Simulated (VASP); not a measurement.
# Y3Mg (Fm-3m) in VASP: notebook, part 2 of 2

VASP 6.6.1. Earlier steps stand in the parts before.

### 6 Single point, LDA

This run uses another cell than the first one, of 32.19 Å³/atom, 1.126 times its volume.

The input, INCAR:

```
  ALGO = Normal
  EDIFF = 1E-6
  ENCUT = 520
  ISIF = 2
  ISMEAR = 1
  LASPH = True
  LCHARG = False
  LREAL = False
  LWAVE = False
  NBANDS = 26
  NELM = 100
  PREC = Accurate
  SIGMA = 0.05
```

The input, KPOINTS:

```
k-points
0
Gamma
  5 5 5
```

The input, POSCAR:

```
Y3Mg
1.0
    0.0000000000      4.0079276613      4.0079276613
    4.0079276613      0.0000000000      4.0079276613
    4.0079276613      4.0079276613      0.0000000000
Y Mg
3 1
Direct
    0.5000000000      0.5000000000      0.5000000000
    0.2500000000      0.2500000000      0.2500000000
    0.7500000000      0.7500000000      0.7500000000
    0.0000000000      0.0000000000      0.0000000000
```

Potentials or basis: VASP PAW LDA potentials, release 64 (Y_sv, Mg).

The run is started by

```console
> cat potpaw_LDA.64/Y_sv/POTCAR potpaw_LDA.64/Mg/POTCAR > POTCAR
> mpirun -np 1 vasp_std > vasp.out
```

OUTCAR:

```text
EDIFF = 1E-6
   ENCUT = 520
   ISIF = 2
   ISMEAR = 1
   LASPH = True
   LREAL = False
   NELM = 100
   PREC = Accurate

 ion  position               nearest neighbor table
   1  0.500  0.500  0.500-   2 3.47   2 3.47   2 3.47   2 3.47   3 3.47   3 3.47   3 3.47   3 3.47

   2  0.250  0.250  0.250-   4 3.47   4 3.47   4 3.47   1 3.47   4 3.47   1 3.47   1 3.47   1 3.47
                             3 4.01   3 4.01   3 4.01   3 4.01   3 4.01   3 4.01
   3  0.750  0.750  0.750-   1 3.47   1 3.47   1 3.47   1 3.47   4 3.47   4 3.47   4 3.47   4 3.47
                             2 4.01   2 4.01   2 4.01   2 4.01   2 4.01   2 4.01
   4  0.000  0.000  0.000-   3 3.47   3 3.47   3 3.47   2 3.47   3 3.47   2 3.47   2 3.47   2 3.47

  LATTYP: Found a face centered cubic cell.
 ALAT       =     8.0158553226

  Lattice vectors:

 A1 = (   0.0000000000,   4.0079276613,   4.0079276613)
 A2 = (   4.0079276613,   0.0000000000,   4.0079276613)
 A3 = (   4.0079276613,   4.0079276613,   0.0000000000)

Analysis of symmetry for initial positions (statically):
=====================================================================
 Subroutine PRICEL returns:
 Original cell was already a primitive cell.

 Routine SETGRP: Setting up the symmetry group for a
 face centered cubic supercell.

 Subroutine GETGRP returns: Found 48 space group operations
[... 9 lines left out ...]

 Routine SETGRP: Setting up the symmetry group for a
 face centered cubic supercell.

 Subroutine GETGRP returns: Found 48 space group operations
 (whereof 48 operations were pure point group operations)
 out of a pool of 48 trial point group operations.

The dynamic configuration has the point symmetry O_h .

 Subroutine INISYM returns: Found 48 space group operations
 (whereof 48 operations are pure point group operations),
 and found     1 'primitive' translations

[... 98 lines left out ...]
   ISMEAR =     1;   SIGMA  =   0.05  broadening in eV -4-tet -1-fermi 0-gaus
   EFERMI_NEDOS =   21; number of points for ismear=-14 and -15
   IALGO  =     38    algorithm
   IMIX   =      4    mixing-type and parameters
     AMIX     =   0.40;   BMIX     =  1.00
     AMIX_MAG =   1.60;   BMIX_MAG =  1.00
  volume/ion in A,a.u.               =      32.19       217.23
  Fermi-wavevector in a.u.,A,eV,Ry     =   1.060476  2.004010 15.301248  1.124610
  Thomas-Fermi vector in A             =   2.195859
   LORBIT       =      0    0 simple, 1 ext, 2 COOP (PROOUT), +10 PAW based schemes
   GGA     = CA    functional components
   LHFCALC =     F    Hartree Fock is set to
   AEXX    =    0.0000 exact exchange contribution
   IVDW    =     0    specifies the selected vdW correction
   LEPSILON=     F    determine dielectric tensor
   LRPA    =     F    only Hartree local field effects (RPA)
 non-spin polarized calculation
 Methfessel and Paxton  Order N= 1 SIGMA  =   0.05
  energy-cutoff  :      520.00
  volume of cell :      128.76
 maximum number of plane-waves:      3495
 NGX is ok and might be reduce to    42
   NGX = 21   NGY = 21   NGZ = 21

 number of electron      35.0000002 magnetization

 Free energy of the ion-electron system (eV)
  ---------------------------------------------------
  ext. energy  EPLUGINS =         0.00000000
  ---------------------------------------------------
  free energy    TOTEN  =       -22.14869653 eV

  energy without entropy =      -22.14919752  energy(sigma->0) =      -22.14886352

 E-fermi :   2.5915     XC(G=0):  -9.2424

 val. band max:        2.5873707414   @ k =  -0.2000   0.2000   0.0000
 cond. band min:       2.5919453195   @ k =   0.4000   0.4000   0.0000
 fundamental gap:      0.0045745781
 Fermi energy:         2.5915416359

 k-point     1 :       0.0000    0.0000    0.0000
  band No.  band energies     occupation
      1     -40.3142      2.00000
      2     -40.2745      2.00000
      3     -40.2049      2.00000
      4     -20.4880      2.00000
      5     -20.4880      2.00000
      6     -20.4880      2.00000
[... 279 lines left out ...]
     25       5.0182      0.00000
     26       5.5945      0.00000

------------------------ aborting loop because EDIFF is reached ----------------------------------------

  FORCE on cell =-STRESS in cart. coord.  units (eV):
  Direction    XX          YY          ZZ          XY          YZ          ZX
  --------------------------------------------------------------------------------------
  -------------------------------------------------------------------------------------
  Total       -4.5789051     -4.5789051     -4.5789051     -0.0000000      0.0000000     -0.0000000
  in kB      -56.9747730    -56.9747730    -56.9747730     -0.0000000      0.0000000     -0.0000000
  external PRESSURE =     -56.9747730 kB  Pullay stress =       0.0000000 kB

 VOLUME and BASIS-vectors are now :
 -----------------------------------------------------------------------------
  energy-cutoff  :      520.00
  volume of cell :      128.76
      direct lattice vectors                 reciprocal lattice vectors
     0.000000000  4.007927661  4.007927661    -0.124752751  0.124752751  0.124752751
     4.007927661  0.000000000  4.007927661     0.124752751 -0.124752751  0.124752751
     4.007927661  4.007927661  0.000000000     0.124752751  0.124752751 -0.124752751

 POSITION                                       TOTAL-FORCE (eV/Angst)
 -----------------------------------------------------------------------------------
      4.00793      4.00793      4.00793        -0.000000     -0.000000      0.000000
      2.00396      2.00396      2.00396        -0.000000     -0.000000      0.000000
      6.01189      6.01189      6.01189         0.000000      0.000000     -0.000000
      0.00000      0.00000      0.00000        -0.000000     -0.000000      0.000000
 -----------------------------------------------------------------------------------
    total drift:                               -0.000000     -0.000000     -0.000000

  FREE ENERGIE OF THE ION-ELECTRON SYSTEM (eV)
  ---------------------------------------------------
  free  energy   TOTEN  =       -22.1486965265 eV

  energy  without entropy=      -22.1491975174  energy(sigma->0) =      -22.14886352
```

OSZICAR:

```text
N       E                     dE             d eps       ncg     rms          rms(c)
DAV:   1     0.162886515065E+03    0.16289E+03   -0.16553E+04   528   0.122E+03
DAV:   2    -0.664995491498E+01   -0.16954E+03   -0.16473E+03   616   0.291E+02
DAV:   3    -0.223206062463E+02   -0.15671E+02   -0.15470E+02  1004   0.501E+01
DAV:   4    -0.230451990964E+02   -0.72459E+00   -0.72112E+00   696   0.119E+01
DAV:   5    -0.230679789947E+02   -0.22780E-01   -0.22769E-01   796   0.181E+00    0.362E+01
DAV:   6    -0.222695021920E+02    0.79848E+00   -0.13940E+00   578   0.477E+00    0.227E+01
DAV:   7    -0.221998729007E+02    0.69629E-01   -0.17343E+00   736   0.520E+00    0.188E+00
DAV:   8    -0.221560514327E+02    0.43821E-01   -0.57920E-01   584   0.291E+00    0.135E+00
DAV:   9    -0.221524047705E+02    0.36467E-02   -0.83097E-02   562   0.129E+00    0.139E+00
DAV:  10    -0.221491883876E+02    0.32164E-02   -0.14403E-02   658   0.528E-01    0.295E-01
DAV:  11    -0.221490480002E+02    0.14039E-03   -0.64389E-03   720   0.512E-01    0.218E-01
DAV:  12    -0.221486951559E+02    0.35284E-03   -0.20649E-03   572   0.200E-01    0.341E-02
DAV:  13    -0.221487002233E+02   -0.50673E-05   -0.78675E-05   728   0.432E-02    0.271E-02
DAV:  14    -0.221486969949E+02    0.32284E-05   -0.11620E-05   756   0.235E-02    0.800E-03
DAV:  15    -0.221486965265E+02    0.46839E-06   -0.53092E-06   648   0.119E-02
   1 F= -.22148697E+02 E0= -.22148864E+02  d E =0.500991E-03
```

stdout:

```text
POSCAR found type information on POSCAR Y Mg
 POSCAR found :  2 types and       4 ions
 scaLAPACK will be used
 LDA part: xc-table for (Slater(with rela. corr.)+CA(PZ))
 , standard interpolation
 POSCAR, INCAR and KPOINTS ok, starting setup
 FFT: planning ... GRIDC
 FFT: planning ... GRID_SOFT
 FFT: planning ... GRID
 WAVECAR not read
 entering main loop
```

It took 24 s on 1 thread of Intel Xeon 6975P-C (Granite Rapids), shared host; peak memory 0.23 GiB.

Results:

- Free energy: -22.1487 eV
- Pressure: -5.7 GPa

### 7 Overview

```csv
cell,gap on the mesh (eV),pressure (GPa)
"a = 5.448 Å, angles 60.0°, 4 atoms",none,-2.2
"a = 5.504 Å, angles 60.0°, 4 atoms",none,-3.2
"a = 5.560 Å, angles 60.0°, 4 atoms",none,-4.2
"a = 5.615 Å, angles 60.0°, 4 atoms",none,-5.0
"a = 5.668 Å, angles 60.0°, 4 atoms",none,-5.7
```

Alike in all rows: task single point; level LDA; potentials or basis VASP PAW LDA potentials, release 64 (Y_sv, Mg); no spin polarisation; k mesh 5 × 5 × 5; cutoff (eV) 520; smearing methfessel-paxton 0.05 eV.

Absolute energies hang on the potentials; compare differences alone.
